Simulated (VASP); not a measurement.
# Sc3As (Im-3m) in VASP: further runs, part 2 of 2

VASP 6.6.1. The steps go on from the part before.

### Step 5. Single point, PBE

This run uses another cell than the first one, of 23.57 Å³/atom.

Contents of INCAR:

```
SYSTEM = Sc3As
PREC     = Accurate       ! precision mode
ENCUT    = 520            ! plane-wave cutoff, eV
EDIFF    = 1E-6           ! SCF threshold, eV
ISMEAR   = 0              ! smearing method
SIGMA    = 0.1            ! smearing width, eV
LREAL    = .False.        ! projectors in reciprocal space
LASPH    = .True.         ! aspherical terms in the spheres
NELM     = 60             ! most SCF steps
ALGO     = Fast           ! electronic algorithm
ISIF     = 2              ! what is computed and relaxed
LWAVE    = .False.        ! write WAVECAR
LCHARG   = .False.        ! write CHGCAR
GGA      = PE             ! functional
NBANDS   = 27             ! bands
```

Contents of KPOINTS:

```
Automatic mesh
0
Gamma
  12 12 12
  0 0 0
```

Contents of POSCAR:

```
Sc3As
1.0
   -2.8672035062      2.8672035062      2.8672035062
    2.8672035062     -2.8672035062      2.8672035062
    2.8672035062      2.8672035062     -2.8672035062
Sc As
3 1
Direct
    0.0000000000      0.5000000000      0.5000000000
    0.5000000000      0.0000000000      0.5000000000
    0.5000000000      0.5000000000      0.0000000000
    0.0000000000      0.0000000000      0.0000000000
```

Potentials or basis: VASP PAW PBE potentials, release 64 (Sc_sv, As).

Run with:

```
$ cat potpaw_PBE.64/Sc_sv/POTCAR potpaw_PBE.64/As/POTCAR > POTCAR
$ mpirun -np 1 vasp_std > vasp.out
```

OUTCAR:

```text
SYSTEM = Sc3As
   PREC = Accurate
   ENCUT = 520
   EDIFF = 1E-6
   ISMEAR = 0
   LREAL = .False.
   LASPH = .True.
   NELM = 60
   ISIF = 2
   GGA = PE

 ion  position               nearest neighbor table
   1  0.000  0.500  0.500-   2 2.87   3 2.87   4 2.87   4 2.87   3 2.87   2 2.87
   2  0.500  0.000  0.500-   1 2.87   3 2.87   4 2.87   3 2.87   4 2.87   1 2.87
   3  0.500  0.500  0.000-   1 2.87   2 2.87   4 2.87   2 2.87   1 2.87   4 2.87
   4  0.000  0.000  0.000-   1 2.87   2 2.87   3 2.87   1 2.87   2 2.87   3 2.87

  LATTYP: Found a body centered cubic cell.
 ALAT       =     5.7344070124

  Lattice vectors:

 A1 = (  -2.8672035062,   2.8672035062,   2.8672035062)
 A2 = (   2.8672035062,  -2.8672035062,   2.8672035062)
 A3 = (   2.8672035062,   2.8672035062,  -2.8672035062)

Analysis of symmetry for initial positions (statically):
=====================================================================
 Subroutine PRICEL returns:
 Original cell was already a primitive cell.

 Routine SETGRP: Setting up the symmetry group for a
 body centered cubic supercell.

 Subroutine GETGRP returns: Found 48 space group operations
 (whereof 48 operations were pure point group operations)
 out of a pool of 48 trial point group operations.

The static configuration has the point symmetry O_h .

Analysis of symmetry for dynamics (positions and initial velocities):
=====================================================================
 Subroutine PRICEL returns:
 Original cell was already a primitive cell.

 Routine SETGRP: Setting up the symmetry group for a
 body centered cubic supercell.

 Subroutine GETGRP returns: Found 48 space group operations
 (whereof 48 operations were pure point group operations)
 out of a pool of 48 trial point group operations.

The dynamic configuration has the point symmetry O_h .

 Subroutine INISYM returns: Found 48 space group operations
 (whereof 48 operations are pure point group operations),
 and found     1 'primitive' translations

----------------------------------------------------------------------------------------

                                     Primitive cell

  volume of cell :      94.2835

  direct lattice vectors                    reciprocal lattice vectors
    -2.867203506  2.867203506  2.867203506     0.000000000  0.174385947  0.174385947
     2.867203506 -2.867203506  2.867203506     0.174385947  0.000000000  0.174385947
     2.867203506  2.867203506 -2.867203506     0.174385947  0.174385947  0.000000000

  length of vectors
     4.966142148  4.966142148  4.966142148     0.246618972  0.246618972  0.246618972

  position of ions in fractional coordinates (direct lattice)
     0.000000000  0.500000000  0.500000000
     0.500000000  0.000000000  0.500000000
     0.500000000  0.500000000  0.000000000
     0.000000000  0.000000000  0.000000000

  ion indices of the primitive-cell ions
   primitive index   ion index
                 1           1
                 2           2
                 3           3
                 4           4

----------------------------------------------------------------------------------------

 KPOINTS: Automatic mesh

Automatic generation of k-mesh.
 Grid dimensions read from file:
 generate k-points for:   12   12   12

 Generating k-lattice:

  Cartesian coordinates                     Fractional coordinates (reciprocal lattice)
     0.000000000  0.014532162  0.014532162     0.083333333  0.000000000  0.000000000
     0.014532162  0.000000000  0.014532162     0.000000000  0.083333333  0.000000000
     0.014532162  0.014532162  0.000000000     0.000000000  0.000000000  0.083333333

  Length of vectors
     0.020551581  0.020551581  0.020551581

  Shift w.r.t. Gamma in fractional coordinates (k-lattice)
     0.000000000  0.000000000  0.000000000

 Subroutine IBZKPT returns following result:
 ===========================================

 Found     72 irreducible k-points:

 Following reciprocal coordinates:
            Coordinates               Weight
  0.000000  0.000000  0.000000      1.000000
  0.083333  0.000000  0.000000     12.000000
  0.166667  0.000000  0.000000     12.000000
  0.250000  0.000000  0.000000     12.000000
  0.333333  0.000000  0.000000     12.000000
  0.416667  0.000000  0.000000     12.000000
[... 16 lines left out ...]
  0.333333  0.083333  0.083333     24.000000
  0.416667  0.083333  0.083333     12.000000
 [... further k-points ...]
   k-points           NKPTS =     72   k-points in BZ     NKDIM =     72   number of bands    NBANDS=     27
   number of dos      NEDOS =    301   number of ions     NIONS =      4
   total plane-waves  NPLWV =  64000
   dimension x,y,z NGX =    40 NGY =   40 NGZ =   40
   dimension x,y,z NGXF=    80 NGYF=   80 NGZF=   80
   ions per type =               3   1
   NGX,Y,Z   is equivalent  to a cutoff of  13.39, 13.39, 13.39 a.u.
   NGXF,Y,Z  is equivalent  to a cutoff of  26.78, 26.78, 26.78 a.u.
 SYSTEM =  Sc3As
   PREC   = accura    normal or accurate (medium, high low for compatibility)
   ISTART =      0    job   : 0-new  1-cont  2-samecut
   ICHARG =      2    charge: 1-file 2-atom 10-const
   ISPIN  =      1    spin polarized calculation?
   LNONCOLLINEAR =      F non collinear calculations
   LSORBIT =      F    spin-orbit coupling
   LASPH  =      T    aspherical Exc in radial PAW
   ENCUT  =  520.0 eV  38.22 Ry    6.18 a.u.   9.23  9.23  9.23*2*pi/ulx,y,z
   NELM   =     60;   NELMIN=  2; NELMDL= -5     # of ELM steps
   EDIFF  = 0.1E-05   stopping-criterion for ELM
   LREAL  =      F    real-space projection
   EDIFFG = 0.1E-04   stopping-criterion for IOM
   NSW    =      0    number of steps for IOM
   IBRION =     -1    ionic relax: 0-MD 1-quasi-New 2-CG
   NFREE  =      0    steps in history (QN), initial steepest desc. (CG)
   ISIF   =      2    stress and relaxation
   ISYM   =      2    0-nonsym 1-usesym 2-fastsym
   POTIM  = 0.5000    time-step for ionic-motion
   TEBEG  =    0.0;   TEEND  =   0.0 temperature during run
   PSTRESS=    0.0 pullay stress
   NELECT =      38.0000    total number of electrons
   NUPDOWN=      -1.0000    fix difference up-down
   EMIN   =  10.00;   EMAX   =-10.00  energy-range for DOS
   EFERMI =   0.00;   METHOD = LEGACY
   ISMEAR =     0;   SIGMA  =   0.10  broadening in eV -4-tet -1-fermi 0-gaus
   EFERMI_NEDOS =   21; number of points for ismear=-14 and -15
   IALGO  =     68    algorithm
   IMIX   =      4    mixing-type and parameters
     AMIX     =   0.40;   BMIX     =  1.00
     AMIX_MAG =   1.60;   BMIX_MAG =  1.00
  volume/ion in A,a.u.               =      23.57       159.06
  Fermi-wavevector in a.u.,A,eV,Ry     =   1.209273  2.285194 19.896344  1.462340
  Thomas-Fermi vector in A             =   2.344855
   LORBIT       =      0    0 simple, 1 ext, 2 COOP (PROOUT), +10 PAW based schemes
   GGA     = PE    functional components
   LHFCALC =     F    Hartree Fock is set to
   AEXX    =    0.0000 exact exchange contribution
   IVDW    =     0    specifies the selected vdW correction
   LEPSILON=     F    determine dielectric tensor
   LRPA    =     F    only Hartree local field effects (RPA)
 non-spin polarized calculation
 RMM-DIIS sequential band-by-band and
 Gauss-broadening in eV      SIGMA  =   0.10
  energy-cutoff  :      520.00
  volume of cell :       94.28
 maximum number of plane-waves:      2560
 NGX is ok and might be reduce to    40
   NGX = 19   NGY = 19   NGZ = 19

 number of electron      38.0000007 magnetization

 Free energy of the ion-electron system (eV)
  ---------------------------------------------------
  ext. energy  EPLUGINS =         0.00000000
  ---------------------------------------------------
  free energy    TOTEN  =       -22.84188583 eV

  energy without entropy =      -22.81436555  energy(sigma->0) =      -22.82812569

 E-fermi :   4.1619     XC(G=0):  -9.8843

 val. band max:        4.1618172896   @ k =   0.4167   0.0833   0.0833
 cond. band min:       4.1648720054   @ k =   0.3333   0.2500   0.0833
 fundamental gap:      0.0030547158
 Fermi energy:         4.1618854254

 k-point     1 :       0.0000    0.0000    0.0000
  band No.  band energies     occupation
      1     -45.3151      2.00000
      2     -45.1773      2.00000
      3     -45.1773      2.00000
      4     -24.2817      2.00000
      5     -24.2817      2.00000
      6     -24.2817      2.00000
[... 709 lines left out ...]
     26       6.1181      0.00000
     27       6.5379      0.00000

 [... further k-points ...]

------------------------ aborting loop because EDIFF is reached ----------------------------------------

  FORCE on cell =-STRESS in cart. coord.  units (eV):
  Direction    XX          YY          ZZ          XY          YZ          ZX
  --------------------------------------------------------------------------------------
  -------------------------------------------------------------------------------------
  Total        0.0818267      0.0818267      0.0818267      0.0000000      0.0000000      0.0000000
  in kB        1.3904972      1.3904972      1.3904972      0.0000000      0.0000000      0.0000000
  external PRESSURE =       1.3904972 kB  Pullay stress =       0.0000000 kB

 VOLUME and BASIS-vectors are now :
 -----------------------------------------------------------------------------
  energy-cutoff  :      520.00
  volume of cell :       94.28
      direct lattice vectors                 reciprocal lattice vectors
    -2.867203506  2.867203506  2.867203506     0.000000000  0.174385947  0.174385947
     2.867203506 -2.867203506  2.867203506     0.174385947  0.000000000  0.174385947
     2.867203506  2.867203506 -2.867203506     0.174385947  0.174385947  0.000000000

 POSITION                                       TOTAL-FORCE (eV/Angst)
 -----------------------------------------------------------------------------------
      2.86720      0.00000      0.00000         0.000000      0.000000     -0.000000
      0.00000      2.86720      0.00000        -0.000000     -0.000000      0.000000
      0.00000      0.00000      2.86720        -0.000000     -0.000000     -0.000000
      0.00000      0.00000      0.00000         0.000000      0.000000      0.000000
 -----------------------------------------------------------------------------------
    total drift:                               -0.000000     -0.000000      0.000000

  FREE ENERGIE OF THE ION-ELECTRON SYSTEM (eV)
  ---------------------------------------------------
  free  energy   TOTEN  =       -22.8418858262 eV

  energy  without entropy=      -22.8143655550  energy(sigma->0) =      -22.82812569
```

Wall time 6.1 min (1 thread of Oxide Virtual Turin-like, shared host); peak memory 0.31 GiB.

What came out:

```
Free energy            : -22.8419 eV
Pressure               : 0.1 GPa
Band gap on the k mesh : zero (bands 19 and 20 overlap by 1.59 eV)
```

Levels at points of the mesh, in eV from the Fermi level:
```tsv
k point	band 15	band 16	band 17	band 18	band 19	band 20	band 21	band 22	band 23	band 24
(0.00, 0.00, 0.00)	-1.45	-1.45	-1.45	-1.35	-1.35	-1.35	-0.34	-0.34	2.34	2.34
(0.50, 0.00, 0.00)	-2.82	-2.56	-0.53	-0.50	-0.11	0.77	0.77	1.08	1.26	1.40
(0.50, 0.50, 0.50)	-2.87	-2.87	-1.36	-1.36	-0.02	-0.01	-0.01	-0.01	2.09	2.09
```

### Step 6. Relaxation of cell and atoms, PBE

This run uses another cell than the first one, of 23.57 Å³/atom.

Contents of INCAR:

```
SYSTEM = Sc3As
ALGO     = Fast           ! electronic algorithm
EDIFF    = 1E-7           ! SCF threshold, eV
EDIFFG   = -0.01          ! ionic threshold
ENCUT    = 600            ! plane-wave cutoff, eV
GGA      = PE             ! functional
IBRION   = 2              ! ionic algorithm
ISIF     = 3              ! what is computed and relaxed
ISMEAR   = 0              ! smearing method
LASPH    = .True.         ! aspherical terms in the spheres
LCHARG   = .False.        ! write CHGCAR
LREAL    = .False.        ! projectors in reciprocal space
LWAVE    = .False.        ! write WAVECAR
NELM     = 100            ! most SCF steps
NSW      = 100            ! ionic steps
PREC     = Accurate       ! precision mode
SIGMA    = 0.1            ! smearing width, eV
```

Contents of KPOINTS:

```
k-points
0
Gamma
  12 12 12
  0 0 0
```

POSCAR is that of step 5.

Potentials or basis: VASP PAW PBE potentials, release 64 (Sc_sv, As).

Run with:

```
$ cat potpaw_PBE.64/Sc_sv/POTCAR potpaw_PBE.64/As/POTCAR > POTCAR
$ mpirun -np 1 vasp_std > vasp.out
```

It took 17 min on 1 thread of Oxide Virtual Turin-like, shared host; peak memory 0.34 GiB.

Results (log left out):

| Item | Value |
| --- | --- |
| Free energy | -22.8426 eV |
| Relaxed volume | 23.66 Å³/atom |
| Relaxed cell | a = 4.972 Å, b = 4.972 Å, c = 4.972 Å, α = 109.47°, β = 109.47°, γ = 109.47° |
| Space group after relaxing (to 0.1 Å) | Im-3m (No. 229) |
| Energy gained by relaxing | 0.0 meV/atom |
| Ionic steps | 2 |
| Pressure after relaxing | 0.0 GPa |
| Band gap on the k mesh | zero (bands 19 and 20 overlap by 1.58 eV) |

The path:
```csv
step,energy change (eV),largest force (eV/Å),pressure (GPa),volume (Å³)
1,0.0000,0.0000,0.18,94.28
2,-0.0002,0.0000,-0.01,94.64
```

Final structure:
```
Sc As
1.0
    -2.87081    2.87081    2.87081
     2.87081   -2.87081    2.87081
     2.87081    2.87081   -2.87081
Sc As
3 1
Cartesian
  2.8708 0.0000 0.0000
  0.0000 2.8708 0.0000
  0.0000 0.0000 2.8708
  2.8708 2.8708 -2.8708
```

Levels at points of the mesh, in eV from the Fermi level:
```tsv
k point	band 16	band 17	band 18	band 19	band 20	band 21	band 22	band 23
(0.00, 0.00, 0.00)	-1.44	-1.44	-1.34	-1.34	-1.34	-0.34	-0.34	2.33
(0.50, 0.00, 0.00)	-2.55	-0.54	-0.50	-0.11	0.76	0.77	1.07	1.32
(0.50, 0.50, 0.50)	-2.87	-1.37	-1.37	-0.02	0.00	0.00	0.00	2.08
```

### Step 7. Summary

| task | cell | k mesh | cutoff (eV) | gap on the mesh (eV) | pressure (GPa) | relaxed volume (Å³/atom) |
| --- | --- | --- | --- | --- | --- | --- |
| single point | a = 4.714 Å, angles 109.5°, 4 atoms | 4 × 4 × 4 | 520 | none | 10.3 | - |
| single point | a = 4.966 Å, angles 109.5°, 4 atoms | 4 × 4 × 4 | 520 | none | 0.3 | - |
| relaxation of cell and atoms | relaxed from a = 4.714 Å, angles 109.5°, 4 atoms | 4 × 4 × 4 | 600 | none | 0.0 | 23.69 |
| single point | a = 4.966 Å, angles 109.5°, 4 atoms | 12 × 12 × 12 | 520 | none | 0.1 | - |
| relaxation of cell and atoms | relaxed from a = 4.966 Å, angles 109.5°, 4 atoms | 12 × 12 × 12 | 600 | none | 0.0 | 23.66 |

Alike in all rows: level PBE; potentials or basis VASP PAW PBE potentials, release 64 (Sc_sv, As); no spin polarisation; smearing gaussian 0.1 eV.

Caveats: some runs use coarse meshes; the volume moved by over 15 % at a fixed basis, so the end points are rough (at least some runs).

Absolute energies hang on the potentials; compare differences alone.

The gap in the log of VASP goes by the Fermi energy; the results here count the filled bands.